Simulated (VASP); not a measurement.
Set up this calculation in VASP 6.6.1, as the native input.

```
Task                   : single point
Functional             : PBEsol
Potentials or basis    : VASP PAW PBE potentials, release 64 (W_sv, C_h)
Cutoff                 : 1300 eV
k mesh                 : 14 × 14 × 14
Occupations            : gaussian, width 0.15 eV
Spin                   : no spin polarisation
Dipole correction      : no
Further INCAR settings : ALGO = Normal; EDIFF = 1e-06; NBANDS = 16
```

The structure of WC lies in POSCAR:

```
WC
1.0
    0.0000000000      2.1726853746      2.1726853746
    2.1726853746      0.0000000000      2.1726853746
    2.1726853746      2.1726853746      0.0000000000
W C
1 1
Direct
    0.0000000000      0.0000000000      0.0000000000
    0.5000000000      0.5000000000      0.5000000000
```

The input as run:

INCAR

```
PREC = Accurate
ENCUT = 1300
EDIFF = 1E-6
ISMEAR = 0
SIGMA = 0.15
LREAL = F
LASPH = T
NELM = 120
ALGO = Normal
ISIF = 2
LWAVE = F
LCHARG = F
GGA = PS
NBANDS = 16
GGA_COMPAT = F
```

KPOINTS

```
regular mesh
0
Gamma
  14 14 14
```

Potentials or basis: VASP PAW PBE potentials, release 64 (W_sv, C_h).

The run is started by

```bash
$ cat potpaw_PBE.64/W_sv/POTCAR potpaw_PBE.64/C_h/POTCAR > POTCAR
$ mpirun -np 1 vasp_std > vasp.out
```

Results of the run:

```yaml
Pressure: 1.1 GPa
Band_gap_on_the_k_mesh: zero (bands 9 and 10 overlap by 3.24 eV)
```

Caveat: the PAW data sets were made with another functional, which shifts forces and pressure a little; spin-orbit coupling is left out, which moves the levels of the heavy elements.

Wall time 56 s on 1 thread of Intel(R) Xeon(R) Platinum 8488C (Sapphire Rapids), with other jobs on the host, peak memory 0.31 GiB.
